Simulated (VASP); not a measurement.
A run of VASP 6.6.1:

Contents of INCAR:

```
PREC = Accurate ; ENCUT = 520
EDIFF = 1E-6 ; ISMEAR = 0
SIGMA = 0.1 ; LREAL = F
LASPH = T ; NELM = 80
ALGO = Normal ; ISIF = 2
LWAVE = F ; LCHARG = F
GGA = PE ; NBANDS = 34
```

Contents of KPOINTS:

```
regular mesh
0
Gamma
  4 4 4
```

POSCAR

```
BeCd3S2
1.0
   -2.7309848000      2.7309848000      4.7256702300
    2.7309848000     -2.7309848000      4.7256702300
    2.7309848000      2.7309848000     -4.7256702300
Be Cd S
1 3 2
Direct
    0.0000000000      0.0000000000      0.0000000000
    0.5000000000      0.5000000000      0.0000000000
    0.5000000000      0.0000000000      0.5000000000
    0.0000000000      0.5000000000      0.5000000000
    0.7500000000      0.2500000000      0.5000000000
    0.2500000000      0.7500000000      0.5000000000
```

Potentials or basis: VASP PAW PBE potentials, release 64 (Be, Cd, S).

Command:

```console
$ cat potpaw_PBE.64/Be/POTCAR potpaw_PBE.64/Cd/POTCAR potpaw_PBE.64/S/POTCAR > POTCAR
$ mpirun -np 1 vasp_std > vasp.out
```

Hardware: 1 thread of Intel(R) Xeon(R) Platinum 8488C (Sapphire Rapids), on a shared host.

Q: How long does it take, and how much memory?

A: It took 66 s on 1 thread of Intel(R) Xeon(R) Platinum 8488C (Sapphire Rapids) (shared host), peak memory 0.34 GiB. Counts: scf iterations 14, k points 13.
